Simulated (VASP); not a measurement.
# BeGeSb2 (P-4m2) in VASP: single point with HSE06

Aim: the single point of BeGeSb2 with HSE06.

Everything below comes from runs of VASP 6.6.1. Logs are shortened: lines on timing, memory, paths and dates and some standing lists are left out, and cuts for length are marked.

**1. The cell of the first run**

Symmetry: P-4m2, No. 115, tetragonal system. Conventional cell: a = 4.232 Å, b = 4.232 Å, c = 11.528 Å, α = 90.00°, β = 90.00°, γ = 90.00°. Be (site symmetry 2mm) has 4 Sb at 2.45 to 2.47 Å within 3.2 Å. Within 3.3 Å of Sb (site symmetry -4m2) lie 4 Be at 2.47 Å. Sb (site symmetry 2mm) has 2 Be at 2.45 Å and 2 Ge at 2.66 Å within 3.2 Å. Sb (site symmetry -4m2) has 4 Ge at 2.68 Å within 3.5 Å. Within 3.5 Å of Ge (site symmetry 2mm) lie 4 Sb at 2.66 to 2.68 Å.

**2. Single point, HSE06**

Input file POSCAR:

```
BeGeSb2
1.0
    4.2322033738      0.0000000000      0.0000000000
    0.0000000000      4.2322033738      0.0000000000
    0.0000000000      0.0000000000     11.5275184571
Be Sb Ge
2 4 2
Direct
    0.5000000000      0.0000000000      0.8902791049
    0.0000000000      0.5000000000      0.1097208951
    0.5000000000      0.5000000000      0.0000000000
    0.0000000000      0.0000000000      0.2172419103
    0.5000000000      0.5000000000      0.5000000000
    0.0000000000      0.0000000000      0.7827580897
    0.5000000000      0.0000000000      0.3573663466
    0.0000000000      0.5000000000      0.6426336534
```

Input file INCAR.step1:

```
SYSTEM = BeGeSb2
ALGO     = Normal         ! electronic algorithm
EDIFF    = 1E-5           ! SCF threshold, eV
ENCUT    = 520            ! plane-wave cutoff, eV
GGA      = PE             ! functional
ISIF     = 2              ! what is computed and relaxed
ISMEAR   = -1             ! smearing method
KPAR     = 4            
LASPH    = .TRUE.         ! aspherical terms in the spheres
LREAL    = .FALSE.        ! projectors in reciprocal space
LWAVE    = .TRUE.         ! write WAVECAR
NBANDS   = 36             ! bands
NELM     = 80             ! most SCF steps
PREC     = Accurate       ! precision mode
SIGMA    = 0.02           ! smearing width, eV
```

Input file INCAR.step2:

```
SYSTEM = BeGeSb2
ALGO     = Normal         ! electronic algorithm
EDIFF    = 1E-6           ! SCF threshold, eV
ENCUT    = 520            ! plane-wave cutoff, eV
GGA      = PE             ! functional
HFSCREEN = 0.2079         ! screening, 1/A
ISIF     = 2              ! what is computed and relaxed
ISMEAR   = -1             ! smearing method
ISTART   = 1            
KPAR     = 4            
LASPH    = .TRUE.         ! aspherical terms in the spheres
LCHARG   = .TRUE.         ! write CHGCAR
LHFCALC  = .TRUE.         ! exact exchange
LREAL    = .FALSE.        ! projectors in reciprocal space
LVHAR    = .TRUE.       
LWAVE    = .FALSE.        ! write WAVECAR
NBANDS   = 36             ! bands
NELM     = 80             ! most SCF steps
PREC     = Accurate       ! precision mode
PRECFOCK = Fast         
SIGMA    = 0.02           ! smearing width, eV
```

Input file KPOINTS:

```
k-points
0
G
  4 4 2
  0 0 0
```

Potentials or basis: VASP PAW PBE potentials, release 64 (Be, Sb, Ge_d).

Run with:

```bash
> cat potpaw_PBE.64/Be/POTCAR potpaw_PBE.64/Sb/POTCAR potpaw_PBE.64/Ge_d/POTCAR > POTCAR
> cp INCAR.step1 INCAR
> mpirun -np 4 vasp_std > vasp.out
> cp INCAR.step2 INCAR
> mpirun -np 4 vasp_std > vasp.out
```

OUTCAR:

```text
SYSTEM = BeGeSb2
   EDIFF = 1E-6
   ENCUT = 520
   GGA = PE
   HFSCREEN = 0.2079
   ISIF = 2
   ISMEAR = -1
   ISTART = 1
   LASPH = .TRUE.
   LHFCALC = .TRUE.
   LREAL = .FALSE.
   NELM = 80
   PREC = Accurate
   PRECFOCK = Fast

 ion  position               nearest neighbor table
   1  0.500  0.000  0.890-   6 2.45   6 2.45   3 2.47   3 2.47
   2  0.000  0.500  0.110-   4 2.45   4 2.45   3 2.47   3 2.47
   3  0.500  0.500  0.000-   1 2.47   2 2.47   1 2.47   2 2.47
   4  0.000  0.000  0.217-   2 2.45   2 2.45   7 2.66   7 2.66
   5  0.500  0.500  0.500-   7 2.68   8 2.68   7 2.68   8 2.68
   6  0.000  0.000  0.783-   1 2.45   1 2.45   8 2.66   8 2.66
   7  0.500  0.000  0.357-   4 2.66   4 2.66   5 2.68   5 2.68
   8  0.000  0.500  0.643-   6 2.66   6 2.66   5 2.68   5 2.68

  LATTYP: Found a simple tetragonal cell.
 ALAT       =     4.2322033738
 C/A-ratio  =     2.7237628816

  Lattice vectors:

 A1 = (   4.2322033738,   0.0000000000,   0.0000000000)
 A2 = (   0.0000000000,   4.2322033738,   0.0000000000)
 A3 = (   0.0000000000,   0.0000000000,  11.5275184571)

Analysis of symmetry for initial positions (statically):
=====================================================================
 Subroutine PRICEL returns:
 Original cell was already a primitive cell.

 Routine SETGRP: Setting up the symmetry group for a
 simple tetragonal supercell.

 Subroutine GETGRP returns: Found  8 space group operations
 (whereof  8 operations were pure point group operations)
 out of a pool of 16 trial point group operations.

The static configuration has the point symmetry D_2d.

Analysis of symmetry for dynamics (positions and initial velocities):
=====================================================================
 Subroutine PRICEL returns:
 Original cell was already a primitive cell.

 Routine SETGRP: Setting up the symmetry group for a
 simple tetragonal supercell.

 Subroutine GETGRP returns: Found  8 space group operations
 (whereof  8 operations were pure point group operations)
 out of a pool of 16 trial point group operations.

The dynamic configuration has the point symmetry D_2d.

 Subroutine INISYM returns: Found  8 space group operations
 (whereof  8 operations are pure point group operations),
 and found     1 'primitive' translations

----------------------------------------------------------------------------------------

                                     Primitive cell

  volume of cell :     206.4757

  direct lattice vectors                    reciprocal lattice vectors
     4.232203374  0.000000000  0.000000000     0.236283541  0.000000000  0.000000000
     0.000000000  4.232203374  0.000000000     0.000000000  0.236283541  0.000000000
     0.000000000  0.000000000 11.527518457     0.000000000  0.000000000  0.086748939

  length of vectors
     4.232203374  4.232203374 11.527518457     0.236283541  0.236283541  0.086748939

  position of ions in fractional coordinates (direct lattice)
     0.500000000  0.000000000  0.890279105
     0.000000000  0.500000000  0.109720895
     0.500000000  0.500000000  0.000000000
     0.000000000  0.000000000  0.217241910
     0.500000000  0.500000000  0.500000000
     0.000000000  0.000000000  0.782758090
     0.500000000  0.000000000  0.357366347
     0.000000000  0.500000000  0.642633653

  ion indices of the primitive-cell ions
   primitive index   ion index
                 1           1
                 2           2
                 3           3
                 4           4
                 5           5
                 6           6
                 7           7
                 8           8

----------------------------------------------------------------------------------------

 KPOINTS: k-points

Automatic generation of k-mesh.
 Grid dimensions read from file:
 generate k-points for:    4    4    2

 Generating k-lattice:

  Cartesian coordinates                     Fractional coordinates (reciprocal lattice)
     0.059070885  0.000000000  0.000000000     0.250000000  0.000000000  0.000000000
     0.000000000  0.059070885  0.000000000     0.000000000  0.250000000  0.000000000
     0.000000000  0.000000000  0.043374470     0.000000000  0.000000000  0.500000000

  Length of vectors
     0.059070885  0.059070885  0.043374470

  Shift w.r.t. Gamma in fractional coordinates (k-lattice)
     0.000000000  0.000000000  0.000000000

 Subroutine IBZKPT returns following result:
 ===========================================

 Found     12 irreducible k-points:

 Following reciprocal coordinates:
            Coordinates               Weight
  0.000000  0.000000  0.000000      1.000000
  0.250000  0.000000  0.000000      4.000000
  0.500000  0.000000  0.000000      2.000000
  0.250000  0.250000  0.000000      4.000000
  0.500000  0.250000  0.000000      4.000000
  0.500000  0.500000  0.000000      1.000000
  0.000000  0.000000  0.500000      1.000000
  0.250000  0.000000  0.500000      4.000000
  0.500000  0.000000  0.500000      2.000000
  0.250000  0.250000  0.500000      4.000000
  0.500000  0.250000  0.500000      4.000000
  0.500000  0.500000  0.500000      1.000000
   k-points           NKPTS =     12   k-points in BZ     NKDIM =     32   number of bands    NBANDS=     36
   number of dos      NEDOS =    301   number of ions     NIONS =      8
   total plane-waves  NPLWV =  92160
   dimension x,y,z NGX =    32 NGY =   32 NGZ =   90
   dimension x,y,z NGXF=    64 NGYF=   64 NGZF=  180
   ions per type =               2   4   2
   NGX,Y,Z   is equivalent  to a cutoff of  12.57, 12.57, 12.98 a.u.
   NGXF,Y,Z  is equivalent  to a cutoff of  25.14, 25.14, 25.96 a.u.
 SYSTEM =  BeGeSb2
   PREC   = accura    normal or accurate (medium, high low for compatibility)
   ISTART =      1    job   : 0-new  1-cont  2-samecut
   ICHARG =      0    charge: 1-file 2-atom 10-const
   ISPIN  =      1    spin polarized calculation?
   LNONCOLLINEAR =      F non collinear calculations
   LSORBIT =      F    spin-orbit coupling
   LASPH  =      T    aspherical Exc in radial PAW
   ENCUT  =  520.0 eV  38.22 Ry    6.18 a.u.   7.87  7.87 21.43*2*pi/ulx,y,z
   NELM   =     80;   NELMIN=  2; NELMDL=  0     # of ELM steps
   EDIFF  = 0.1E-05   stopping-criterion for ELM
   LREAL  =      F    real-space projection
   EDIFFG = 0.1E-04   stopping-criterion for IOM
   NSW    =      0    number of steps for IOM
   IBRION =     -1    ionic relax: 0-MD 1-quasi-New 2-CG
   NFREE  =      0    steps in history (QN), initial steepest desc. (CG)
   ISIF   =      2    stress and relaxation
   ISYM   =      3    0-nonsym 1-usesym 2-fastsym
   POTIM  = 0.5000    time-step for ionic-motion
   TEBEG  =    0.0;   TEEND  =   0.0 temperature during run
   PSTRESS=    0.0 pullay stress
   NELECT =      52.0000    total number of electrons
   NUPDOWN=      -1.0000    fix difference up-down
   EMIN   =  10.00;   EMAX   =-10.00  energy-range for DOS
   EFERMI =   0.00;   METHOD = LEGACY
   ISMEAR =    -1;   SIGMA  =   0.02  broadening in eV -4-tet -1-fermi 0-gaus
   EFERMI_NEDOS =   21; number of points for ismear=-14 and -15
   IALGO  =     38    algorithm
   IMIX   =      1    mixing-type and parameters
     AMIX     =   0.40;   BMIX     =  1.00
     AMIX_MAG =   1.60;   BMIX_MAG =  1.00
  volume/ion in A,a.u.               =      25.81       174.17
  Fermi-wavevector in a.u.,A,eV,Ry     =   1.033839  1.953673 14.542226  1.068823
  Thomas-Fermi vector in A             =   2.168105
   LORBIT       =      0    0 simple, 1 ext, 2 COOP (PROOUT), +10 PAW based schemes
   GGA     = PE    functional components
   LHFCALC =     T    Hartree Fock is set to
   PRECFOCK=fast      Normal, Fast or Accurate (Low or Medium for compatibility)
   ENCUT4O =  -1.0   cutoff for four orbital integrals eV
   NKREDX  =     1    reduce k-point grid by
   NKREDY  =     1    reduce k-point grid by
   NKREDZ  =     1    reduce k-point grid by
   AEXX    =    0.2500 exact exchange contribution
   HFSCREEN=    0.2079 screening length (either q_TF or 0.3 A-1)
   HFSCREENC=   0.2079 screening length for correlation (either q_TF or 0.3 A-1)
   ENCUTFOCK=  -1.0 apply spherical cutoff to Coloumb kernel
   IVDW    =     0    specifies the selected vdW correction
   LEPSILON=     F    determine dielectric tensor
   LRPA    =     F    only Hartree local field effects (RPA)
 non-spin polarized calculation
  energy-cutoff  :      520.00
  volume of cell :      206.48
 maximum number of plane-waves:      5600
 NGX is ok and might be reduce to    32
  NGX = 18; NGY = 18; NGZ = 50

 number of electron      52.0000005 magnetization

 Free energy of the ion-electron system (eV)
  ---------------------------------------------------
  ext. energy  EPLUGINS =         0.00000000
  ---------------------------------------------------
  free energy    TOTEN  =       -37.56545288 eV

  energy without entropy =      -37.56360573  energy(sigma->0) =      -37.56452931

 E-fermi :   5.2046     XC(G=0):  -7.5949

 val. band max:        5.1610282850   @ k =   0.0000   0.0000   0.0000
 cond. band min:       5.2544672897   @ k =   0.5000   0.0000   0.0000
 fundamental gap:      0.0934390047
 Fermi energy:         5.2045806258

 k-point     1 :       0.0000    0.0000    0.0000
  band No.  band energies     occupation
      1     -23.6305      2.00000
      2     -23.6305      2.00000
      3     -23.6227      2.00000
      4     -23.6222      2.00000
      5     -23.5659      2.00000
      6     -23.5659      2.00000
[... 28 lines left out ...]
     35       9.3270      0.00000
     36       9.6062      0.00000

 k-point     2 :       0.2500    0.0000    0.0000
  band No.  band energies     occupation
      1     -23.6319      2.00000
      2     -23.6304      2.00000
      3     -23.6222      2.00000
      4     -23.6207      2.00000
      5     -23.5673      2.00000
      6     -23.5659      2.00000
[... 28 lines left out ...]
     35       9.5404      0.00000
     36      10.0647      0.00000

 k-point     3 :       0.5000    0.0000    0.0000
  band No.  band energies     occupation
      1     -23.6332      2.00000
      2     -23.6304      2.00000
      3     -23.6220      2.00000
      4     -23.6193      2.00000
      5     -23.5685      2.00000
      6     -23.5659      2.00000
[... 28 lines left out ...]
     35      10.2626      0.00000
     36      10.5348      0.00000
[... 274 lines left out ...]
 k-point    11 :       0.5000    0.2500    0.5000
  band No.  band energies     occupation
      1     -23.6345      2.00000
      2     -23.6303      2.00000
      3     -23.6203      2.00000
      4     -23.6191      2.00000
      5     -23.5685      2.00000
      6     -23.5670      2.00000
[... 28 lines left out ...]
     35      10.7279      0.00000
     36      11.0190      0.00000

 k-point    12 :       0.5000    0.5000    0.5000
  band No.  band energies     occupation
      1     -23.6358      2.00000
      2     -23.6301      2.00000
      3     -23.6189      2.00000
      4     -23.6189      2.00000
      5     -23.5688      2.00000
      6     -23.5679      2.00000
[... 28 lines left out ...]
     35      12.8120      0.00000
     36      12.8542      0.00000

------------------------ aborting loop because EDIFF is reached ----------------------------------------

  FORCE on cell =-STRESS in cart. coord.  units (eV):
  Direction    XX          YY          ZZ          XY          YZ          ZX
  --------------------------------------------------------------------------------------
  -------------------------------------------------------------------------------------
  Total       -0.9942614     -0.9942614     -1.8506479      0.0000000      0.0000000      0.0000000
  in kB       -7.7151126     -7.7151126    -14.3603658      0.0000000      0.0000000      0.0000000
  external PRESSURE =      -9.9301970 kB  Pullay stress =       0.0000000 kB

 VOLUME and BASIS-vectors are now :
 -----------------------------------------------------------------------------
  energy-cutoff  :      520.00
  volume of cell :      206.48
      direct lattice vectors                 reciprocal lattice vectors
     4.232203374  0.000000000  0.000000000     0.236283541  0.000000000  0.000000000
     0.000000000  4.232203374  0.000000000     0.000000000  0.236283541  0.000000000
     0.000000000  0.000000000 11.527518457     0.000000000  0.000000000  0.086748939

 POSITION                                       TOTAL-FORCE (eV/Angst)
 -----------------------------------------------------------------------------------
      2.11610      0.00000     10.26271         0.000000      0.000000      0.025220
      0.00000      2.11610      1.26481         0.000000      0.000000     -0.025220
      2.11610      2.11610      0.00000         0.000000      0.000000      0.000000
      0.00000      0.00000      2.50426         0.000000      0.000000      0.138561
      2.11610      2.11610      5.76376         0.000000      0.000000      0.000000
      0.00000      0.00000      9.02326         0.000000      0.000000     -0.138561
      2.11610      0.00000      4.11955         0.000000     -0.000000     -0.088257
      0.00000      2.11610      7.40797         0.000000      0.000000      0.088257
 -----------------------------------------------------------------------------------
    total drift:                                0.000001      0.000002      0.000007

  FREE ENERGIE OF THE ION-ELECTRON SYSTEM (eV)
  ---------------------------------------------------
  free  energy   TOTEN  =       -37.5654528808 eV

  energy  without entropy=      -37.5636057346  energy(sigma->0) =      -37.56452931
```

Wall time 20 min (4 MPI ranks of Intel Xeon Platinum 8259CL at 2.50GHz (Skylake/Cascade Lake), shared host); peak memory 0.49 GiB.

Results:

| Property | Result |
| --- | --- |
| Free energy | -37.5655 eV |
| Pressure | -1.0 GPa |
| Largest force | 0.139 eV/Å |
| Band gap on the k mesh | 0.09 eV (least direct gap 0.21 eV) |

Forces in eV/Å, atoms in the order of the input:
```
Be   0.000  0.000  0.025
Be   0.000  0.000 -0.025
Sb   0.000  0.000  0.000
Sb   0.000  0.000  0.139
Sb   0.000  0.000  0.000
Sb   0.000  0.000 -0.139
Ge   0.000  0.000 -0.088
Ge   0.000  0.000  0.088
```

Stress tensor (GPa, compression positive):
```
-0.77  0.00  0.00
 0.00 -0.77  0.00
 0.00  0.00 -1.44
```

Levels at points of the mesh, in eV from the valence-band top:
```tsv
k point	band 22	band 23	band 24	band 25	band 26	band 27	band 28	band 29	band 30	band 31
(0.00, 0.00, 0.00)	-2.16	-2.16	-0.37	0.00	0.00	0.21	0.40	0.72	1.79	2.44
(0.50, 0.00, 0.00)	-2.47	-1.48	-1.27	-0.81	-0.67	0.09	0.51	2.80	2.81	2.97
(0.50, 0.50, 0.00)	-4.10	-3.34	-2.32	-2.32	-2.14	0.55	0.55	0.76	1.18	4.49
(0.00, 0.00, 0.50)	-1.83	-1.56	-1.56	-0.55	-0.55	0.17	0.70	1.43	1.45	2.57
(0.50, 0.00, 0.50)	-2.47	-2.40	-1.83	-1.48	-0.67	0.78	1.12	2.67	3.02	3.19
(0.50, 0.50, 0.50)	-3.80	-3.73	-2.60	-2.60	-2.30	1.09	1.09	1.36	1.92	2.92
```

Caveat: the PAW data sets were made with another functional, which shifts forces and pressure a little; spin-orbit coupling is left out, which moves the levels of the heavy elements. A k mesh can miss the band edges.
